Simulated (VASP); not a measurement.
Set up this calculation in VASP 6.6.1, as the native input.

```
Task                   : single point
Functional             : PBE
Potentials or basis    : VASP PAW PBE potentials, release 64 (Al, N)
Cutoff                 : 520 eV
k mesh                 : 12 × 12 × 7
Occupations            : fermi-dirac, width 0.1 eV
Spin                   : no spin polarisation
Dipole correction      : no
Further INCAR settings : ALGO = Normal; EDIFF = 1e-06; NBANDS = 16
```

The structure of AlN (wurtzite type) lies in POSCAR:

```
AlN
1.0
    2.9654677713      0.0000000000      0.0000000000
   -1.4827338856      2.5681704240      0.0000000000
    0.0000000000      0.0000000000      4.6393991376
Al N
2 2
Direct
    0.3333333333      0.6666666667     -0.0065464897
    0.6666666667      0.3333333333      0.4934535103
    0.3333333333      0.6666666667      0.3825464897
    0.6666666667      0.3333333333      0.8825464897
```

These files were run (other wordings do the same):

INCAR

```
PREC     = Accurate       # precision mode
ENCUT    = 520            # plane-wave cutoff, eV
EDIFF    = 1E-6           # SCF threshold, eV
ISMEAR   = -1             # smearing method
SIGMA    = 0.1            # smearing width, eV
LREAL    = F              # projectors in reciprocal space
LASPH    = T              # aspherical terms in the spheres
NELM     = 60             # most SCF steps
ALGO     = Normal         # electronic algorithm
ISIF     = 2              # what is computed and relaxed
LWAVE    = F              # write WAVECAR
LCHARG   = F              # write CHGCAR
GGA      = PE             # functional
NBANDS   = 16             # bands
```

KPOINTS

```
regular mesh
0
Gamma
  12 12 7
```

Potentials or basis: VASP PAW PBE potentials, release 64 (Al, N).

Run with:

```sh
$ cat potpaw_PBE.64/Al/POTCAR potpaw_PBE.64/N/POTCAR > POTCAR
$ mpirun -np 1 vasp_std > vasp.out
```

It gave:

The pressure is 51.0 GPa and the band gap on the k mesh is 5.05 eV, indirect (least direct gap 5.56 eV).

It took 47 s on 1 thread of Intel Xeon 8259CL, with other jobs on the host, peak memory 0.17 GiB.
